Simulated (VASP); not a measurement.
# Al2Cu in VASP: single point with PBE

Aim: the single point of Al2Cu with PBE.

Program: VASP 6.6.1. These are calculated values, not measurements. Logs are shortened: lines on timing, memory, paths and dates and some standing lists are left out, and cuts for length are marked.

### 1 The cell of the first run

The typed cell holds 3 atoms: a = 4.089 Å, b = 4.089 Å, c = 4.089 Å, α = 120.00°, β = 89.99°, γ = 60.00°.

### 2 Single point, PBE

The input, INCAR:

```
ALGO = Normal ; EDIFF = 1E-6
ENCUT = 520 ; GGA = PE
ISIF = 2 ; ISMEAR = 0
ISYM = 0 ; LASPH = T
LCHARG = T ; LELF = T
LREAL = F ; LVHAR = T
LWAVE = F ; NBANDS = 16
NELM = 60 ; PREC = Accurate
SIGMA = 0.1
```

The input, KPOINTS:

```
k-points
0
Gamma
  9 9 10
```

The input, POSCAR:

```
Al2Cu
1.0
    4.0890373098      0.0000000000      0.0000000000
    2.0442999082      3.5413364718      0.0000000000
    0.0004374935     -2.3607225779      3.3387445006
Al Cu
2 1
Direct
    0.2500000000      0.5000000000      0.2500000000
    0.7500000000      0.5000000000      0.7500000000
    0.5000000000      0.0000000000      0.5000000000
```

Potentials or basis: VASP PAW PBE potentials, release 64 (Al, Cu).

On the command line:

```
$ cat potpaw_PBE.64/Al/POTCAR potpaw_PBE.64/Cu/POTCAR > POTCAR
$ mpirun -np 1 vasp_std > vasp.out
```

OUTCAR:

```text
EDIFF = 1E-6
   ENCUT = 520
   GGA = PE
   ISIF = 2
   ISMEAR = 0
   ISYM = 0
   LASPH = T
   LREAL = F
   NELM = 60
   PREC = Accurate

 ion  position               nearest neighbor table
   1  0.250  0.500  0.250-   3 2.50   3 2.50   3 2.50   3 2.50   2 2.89   2 2.89   2 2.89   2 2.89
                             2 2.89   2 2.89
   2  0.750  0.500  0.750-   3 2.50   3 2.50   3 2.50   3 2.50   1 2.89   1 2.89   1 2.89   1 2.89
                             1 2.89   1 2.89
   3  0.500  0.000  0.500-   1 2.50   2 2.50   2 2.50   1 2.50   2 2.50   1 2.50   2 2.50   1 2.50

IMPORTANT INFORMATION: All symmetrisations will be switched off!
NOSYMM: (Re-)initialisation of all symmetry stuff for point group C_1.

----------------------------------------------------------------------------------------

                                     Primitive cell

  volume of cell :      48.3472

  direct lattice vectors                    reciprocal lattice vectors
     4.089037310  0.000000000  0.000000000     0.244556340 -0.141174528 -0.099852171
     2.044299908  3.541336472  0.000000000     0.000000000  0.282379268  0.199661613
     0.000437494 -2.360722578  3.338744501     0.000000000  0.000000000  0.299513784

  length of vectors
     4.089037310  4.089037310  4.089037310     0.299513784  0.345836393  0.299513784

  position of ions in fractional coordinates (direct lattice)
     0.250000000  0.500000000  0.250000000
     0.750000000  0.500000000  0.750000000
     0.500000000  1.000000000  0.500000000

  ion indices of the primitive-cell ions
   primitive index   ion index
                 1           1
                 2           2
                 3           3

----------------------------------------------------------------------------------------

 KPOINTS: k-points

Automatic generation of k-mesh.
 Grid dimensions read from file:
 generate k-points for:    9    9   10

 Generating k-lattice:

  Cartesian coordinates                     Fractional coordinates (reciprocal lattice)
     0.027172927 -0.015686059 -0.011094686     0.111111111  0.000000000  0.000000000
     0.000000000  0.031375474  0.022184624     0.000000000  0.111111111 -0.000000000
     0.000000000  0.000000000  0.029951378     0.000000000  0.000000000  0.100000000

  Length of vectors
     0.033279309  0.038426266  0.029951378

  Shift w.r.t. Gamma in fractional coordinates (k-lattice)
     0.000000000  0.000000000  0.000000000

 -----------------------------------------------------------------------------
|                                                                             |
|           W    W    AA    RRRRR   N    N  II  N    N   GGGG   !!!           |
|           W    W   A  A   R    R  NN   N  II  NN   N  G    G  !!!           |
|           W    W  A    A  R    R  N N  N  II  N N  N  G       !!!           |
|           W WW W  AAAAAA  RRRRR   N  N N  II  N  N N  G  GGG   !            |
|           WW  WW  A    A  R   R   N   NN  II  N   NN  G    G                |
|           W    W  A    A  R    R  N    N  II  N    N   GGGG   !!!           |
|                                                                             |
|     Your reciprocal lattice and k-lattice belong to different lattice       |
|     classes:                                                                |
|                                                                             |
|        The reciprocal lattice is body-centered tetragonal,                  |
|        whereas your k-lattice is triclinic.                                 |
|                                                                             |
|     Results are often still useful ...                                      |
|                                                                             |
 -----------------------------------------------------------------------------

 WARNING: IBZKPT: internal override: KBLOWUP is changed to .FALSE.
      ... skipping the blow-up phase ...

 Subroutine IBZKPT returns following result:
 ===========================================

 Found    406 irreducible k-points:

 Following reciprocal coordinates:
            Coordinates               Weight
  0.000000  0.000000  0.000000      1.000000
  0.111111  0.000000 -0.000000      2.000000
  0.222222  0.000000  0.000000      2.000000
  0.333333  0.000000 -0.000000      2.000000
  0.444444  0.000000  0.000000      2.000000
  0.000000  0.111111  0.000000      2.000000
[... 16 lines left out ...]
 -0.111111  0.222222  0.000000      2.000000
  0.000000  0.333333  0.000000      2.000000
 [... further k-points ...]
   k-points           NKPTS =    406   k-points in BZ     NKDIM =    406   number of bands    NBANDS=     16
   number of dos      NEDOS =    301   number of ions     NIONS =      3
   total plane-waves  NPLWV =  27000
   dimension x,y,z NGX =    30 NGY =   30 NGZ =   30
   dimension x,y,z NGXF=    60 NGYF=   60 NGZF=   60
   ions per type =               2   1
   NGX,Y,Z   is equivalent  to a cutoff of  12.20, 12.20, 12.20 a.u.
   NGXF,Y,Z  is equivalent  to a cutoff of  24.39, 24.39, 24.39 a.u.
 SYSTEM =  unknown system
   PREC   = accura    normal or accurate (medium, high low for compatibility)
   ISTART =      0    job   : 0-new  1-cont  2-samecut
   ICHARG =      2    charge: 1-file 2-atom 10-const
   ISPIN  =      1    spin polarized calculation?
   LNONCOLLINEAR =      F non collinear calculations
   LSORBIT =      F    spin-orbit coupling
   LASPH  =      T    aspherical Exc in radial PAW
   ENCUT  =  520.0 eV  38.22 Ry    6.18 a.u.   7.60  7.60  7.60*2*pi/ulx,y,z
   NELM   =     60;   NELMIN=  2; NELMDL= -5     # of ELM steps
   EDIFF  = 0.1E-05   stopping-criterion for ELM
   LREAL  =      F    real-space projection
   EDIFFG = 0.1E-04   stopping-criterion for IOM
   NSW    =      0    number of steps for IOM
   IBRION =     -1    ionic relax: 0-MD 1-quasi-New 2-CG
   NFREE  =      0    steps in history (QN), initial steepest desc. (CG)
   ISIF   =      2    stress and relaxation
   ISYM   =      0    0-nonsym 1-usesym 2-fastsym
   POTIM  = 0.5000    time-step for ionic-motion
   TEBEG  =    0.0;   TEEND  =   0.0 temperature during run
   PSTRESS=    0.0 pullay stress
   NELECT =      17.0000    total number of electrons
   NUPDOWN=      -1.0000    fix difference up-down
   EMIN   =  10.00;   EMAX   =-10.00  energy-range for DOS
   EFERMI =   0.00;   METHOD = LEGACY
   ISMEAR =     0;   SIGMA  =   0.10  broadening in eV -4-tet -1-fermi 0-gaus
   EFERMI_NEDOS =   21; number of points for ismear=-14 and -15
   IALGO  =     38    algorithm
   IMIX   =      4    mixing-type and parameters
     AMIX     =   0.40;   BMIX     =  1.00
     AMIX_MAG =   1.60;   BMIX_MAG =  1.00
  volume/ion in A,a.u.               =      16.12       108.75
  Fermi-wavevector in a.u.,A,eV,Ry     =   1.155493  2.183565 18.166010  1.335164
  Thomas-Fermi vector in A             =   2.292121
   LORBIT       =      0    0 simple, 1 ext, 2 COOP (PROOUT), +10 PAW based schemes
   GGA     = PE    functional components
   LHFCALC =     F    Hartree Fock is set to
   AEXX    =    0.0000 exact exchange contribution
   IVDW    =     0    specifies the selected vdW correction
   LEPSILON=     F    determine dielectric tensor
   LRPA    =     F    only Hartree local field effects (RPA)
 non-spin polarized calculation
 Gauss-broadening in eV      SIGMA  =   0.10
  energy-cutoff  :      520.00
  volume of cell :       48.35
 maximum number of plane-waves:      1324
   NGX = 15   NGY = 15   NGZ = 15

 number of electron      16.9999990 magnetization

 Free energy of the ion-electron system (eV)
  ---------------------------------------------------
  ext. energy  EPLUGINS =         0.00000000
  ---------------------------------------------------
  free energy    TOTEN  =       -11.74661228 eV

  energy without entropy =      -11.74091872  energy(sigma->0) =      -11.74376550

 E-fermi :   6.9226     XC(G=0): -10.4059

 val. band max:        6.9147438024   @ k =  -0.2222   0.1111   0.1000
 cond. band min:       6.9470416779   @ k =  -0.1111   0.0000   0.1000
 fundamental gap:      0.0322978755
 Fermi energy:         6.9226126678

 k-point     1 :       0.0000    0.0000    0.0000
  band No.  band energies     occupation
      1      -3.2205      2.00000
      2       2.3990      2.00000
      3       2.4006      2.00000
      4       2.4020      2.00000
      5       2.9488      2.00000
      6       2.9490      2.00000
[... 8 lines left out ...]
     15      13.7878      0.00000
     16      13.7914      0.00000

 k-point     2 :       0.1111    0.0000   -0.0000
  band No.  band energies     occupation
      1      -3.0569      2.00000
      2       2.3458      2.00000
      3       2.4239      2.00000
      4       2.4257      2.00000
      5       2.9429      2.00000
      6       2.9431      2.00000
[... 8 lines left out ...]
     15      12.6758      0.00000
     16      13.4322      0.00000

 k-point     3 :       0.2222    0.0000    0.0000
  band No.  band energies     occupation
      1      -2.5710      2.00000
      2       2.1647      2.00000
      3       2.4804      2.00000
      4       2.4817      2.00000
      5       2.9392      2.00000
      6       2.9398      2.00000
[... 8 lines left out ...]
     15      12.7912      0.00000
     16      14.1227      0.00000

 k-point     4 :       0.3333    0.0000   -0.0000
  band No.  band energies     occupation
      1      -1.7831      2.00000
      2       1.7193      2.00000
      3       2.5261      2.00000
      4       2.5267      2.00000
      5       2.9639      2.00000
      6       2.9653      2.00000
[... 8 lines left out ...]
     15      14.2626      0.00000
     16      15.7834      0.00000

 k-point     5 :       0.4444    0.0000    0.0000
  band No.  band energies     occupation
      1      -0.7867      2.00000
      2       0.7709      2.00000
      3       2.5411      2.00000
      4       2.5413      2.00000
      5       3.0019      2.00000
      6       3.0038      2.00000
[... 8 lines left out ...]
     15      16.0303      0.00000
     16      17.6056      0.00000

 k-point     6 :       0.0000    0.1111    0.0000
  band No.  band energies     occupation
      1      -3.0023      2.00000
      2       2.3338      2.00000
      3       2.4324      2.00000
      4       2.4351      2.00000
      5       2.9112      2.00000
      6       2.9667      2.00000
[... 8 lines left out ...]
     15      14.0577      0.00000
     16      14.0617      0.00000

 k-point     7 :       0.1111    0.1111    0.0000
  band No.  band energies     occupation
      1      -3.0569      2.00000
      2       2.3458      2.00000
      3       2.4239      2.00000
      4       2.4257      2.00000
      5       2.9429      2.00000
      6       2.9432      2.00000
[... 8 lines left out ...]
     15      12.6759      0.00000
     16      13.4322      0.00000

 k-point     8 :       0.2222    0.1111    0.0000
  band No.  band energies     occupation
      1      -2.7856      2.00000
      2       2.2625      2.00000
      3       2.4498      2.00000
      4       2.4674      2.00000
      5       2.9092      2.00000
      6       2.9630      2.00000
[... 8 lines left out ...]
     15      13.5976      0.00000
     16      14.5314      0.00000

 k-point     9 :       0.3333    0.1111   -0.0000
  band No.  band energies     occupation
      1      -2.1971      2.00000
      2       2.0528      2.00000
      3       2.4822      2.00000
      4       2.5369      2.00000
      5       2.8911      2.00000
      6       2.9868      2.00000
[... 8 lines left out ...]
     15      13.6930      0.00000
     16      16.0189      0.00000
[... 172 lines left out ...]
 k-point    19 :       0.4444    0.2222    0.0000
  band No.  band energies     occupation
      1      -1.5153      2.00000
      2       1.8819      2.00000
      3       2.4406      2.00000
      4       2.6275      2.00000
      5       2.8608      2.00000
      6       3.0138      2.00000
[... 8 lines left out ...]
     15      15.2419      0.00000
     16      16.6059      0.00000

 k-point    20 :      -0.4444    0.2222    0.0000
  band No.  band energies     occupation
      1      -0.5731      2.00000
      2       1.4099      2.00000
      3       2.3771      2.00000
      4       2.6822      2.00000
      5       2.9007      2.00000
      6       2.9213      2.00000
[... 8 lines left out ...]
     15      14.8871      0.00000
     16      15.6948      0.00000

 k-point    21 :      -0.3333    0.2222    0.0000
  band No.  band energies     occupation
      1       0.0540      2.00000
      2       0.8620      2.00000
      3       2.3970      2.00000
      4       2.6797      2.00000
      5       2.8629      2.00000
      6       2.9899      2.00000
[... 8 lines left out ...]
     15      15.8516      0.00000
     16      16.7007      0.00000

 k-point    22 :      -0.2222    0.2222   -0.0000
  band No.  band energies     occupation
      1      -0.8976      2.00000
      2       1.6446      2.00000
      3       2.4820      2.00000
      4       2.6555      2.00000
      5       2.9009      2.00000
      6       3.0389      2.00000
[... 8 lines left out ...]
     15      17.1880      0.00000
     16      18.4807      0.00000

 k-point    23 :      -0.1111    0.2222    0.0000
  band No.  band energies     occupation
      1      -1.7668      2.00000
      2       2.0143      2.00000
      3       2.5658      2.00000
      4       2.6050      2.00000
      5       2.7751      2.00000
      6       3.0348      2.00000
[... 8 lines left out ...]
     15      15.8704      0.00000
     16      16.6986      0.00000

 k-point    24 :       0.0000    0.3333    0.0000
  band No.  band energies     occupation
      1      -1.2880      2.00000
      2       1.9679      2.00000
      3       2.5716      2.00000
      4       2.6996      2.00000
      5       2.7025      2.00000
      6       3.0632      2.00000
[... 8 lines left out ...]
     15      16.7033      0.00000
     16      17.4715      0.00000

 [... further k-points ...]
[... 5 lines left out ...]
  --------------------------------------------------------------------------------------
  -------------------------------------------------------------------------------------
  Total        0.0778565     -0.0266264      0.0720944      0.0006547      0.0457768     -0.0009738
  in kB        2.5800862     -0.8823714      2.3891353      0.0216953      1.5169979     -0.0322708
  external PRESSURE =       1.3622834 kB  Pullay stress =       0.0000000 kB

 VOLUME and BASIS-vectors are now :
 -----------------------------------------------------------------------------
  energy-cutoff  :      520.00
  volume of cell :       48.35
      direct lattice vectors                 reciprocal lattice vectors
     4.089037310  0.000000000  0.000000000     0.244556340 -0.141174528 -0.099852171
     2.044299908  3.541336472  0.000000000     0.000000000  0.282379268  0.199661613
     0.000437494 -2.360722578  3.338744501     0.000000000  0.000000000  0.299513784

 POSITION                                       TOTAL-FORCE (eV/Angst)
 -----------------------------------------------------------------------------------
      2.04452      1.18049      0.83469        -0.000054      0.012572      0.010858
      4.08926      0.00013      2.50406         0.000055     -0.012572     -0.010858
      2.04474     -1.18036      1.66937        -0.000000      0.000000     -0.000000
 -----------------------------------------------------------------------------------
    total drift:                               -0.000001      0.000000     -0.000000

  FREE ENERGIE OF THE ION-ELECTRON SYSTEM (eV)
  ---------------------------------------------------
  free  energy   TOTEN  =       -11.7466122762 eV

  energy  without entropy=      -11.7409187207  energy(sigma->0) =      -11.74376550
```

Run time: 2.8 min. Hardware: 1 thread of AMD EPYC 9R45 (Zen 5), shared host; peak memory 0.38 GiB.

Results:

| Property | Result |
| --- | --- |
| Free energy | -11.7466 eV |
| Pressure | 0.1 GPa |
| Band gap on the k mesh | zero (an odd number of electrons rules out a gap without spin polarisation) |

Levels at points of the mesh, in eV from the Fermi level:
| k point | band 5 | band 6 | band 7 | band 8 | band 9 | band 10 | band 11 | band 12 | band 13 | band 14 |
| --- | --- | --- | --- | --- | --- | --- | --- | --- | --- | --- |
| (0.00, 0.00, 0.00) | -3.97 | -3.97 | 2.83 | 2.83 | 2.83 | 2.90 | 2.90 | 2.90 | 4.02 | 6.86 |
| (0.00, 0.00, 0.50) | -3.93 | -3.91 | -3.91 | 0.59 | 0.60 | 2.86 | 2.86 | 3.65 | 4.30 | 9.65 |

The gap in the log of VASP goes by the Fermi energy; the results here count the filled bands.